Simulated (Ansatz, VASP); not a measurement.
**One calculation of CdSiSb2, two programs**

```
Cd Sb Si
1.0
     4.33561    0.00000    0.00000
     0.00000    4.33561    0.00000
     0.00000    0.00000   12.71467
Cd Sb Si
2 4 2
Direct
  0.50000 0.00000 0.86572
  0.00000 0.50000 0.13428
  0.50000 0.50000 0.00000
  0.00000 0.00000 0.27265
  0.50000 0.50000 0.50000
  0.00000 0.00000 0.72735
  0.50000 0.00000 0.38478
  0.00000 0.50000 0.61522
```

Alike in both runs: task single point; functional PBE; k mesh 6 × 6 × 2; occupations fermi-dirac, width 0.02 eV; no spin polarisation.

```csv
,VASP,Ansatz
version,VASP 6.6.1,Ansatz 0.2.0
potentials or method,"VASP PAW PBE potentials, release 64 (Cd, Sb, Si)","plane waves, PAW"
plane-wave cutoff (eV),520,420
valence electrons in the cell,52,108
```

Ansatz gave:

| Quantity | Value |
| --- | --- |
| pressure (GPa) | 2.9 |
| rms of the force components (eV/Å) | 0.013 |

Problem. What did VASP give for the same quantities?

Solution. Pressure (GPa): 3.1; rms of the force components (eV/Å): 0.020.

VASP's potentials hold 52 valence electrons a cell and Ansatz's 108, so a difference there can come from the potentials and not from the codes.

Spin-orbit coupling is off throughout.
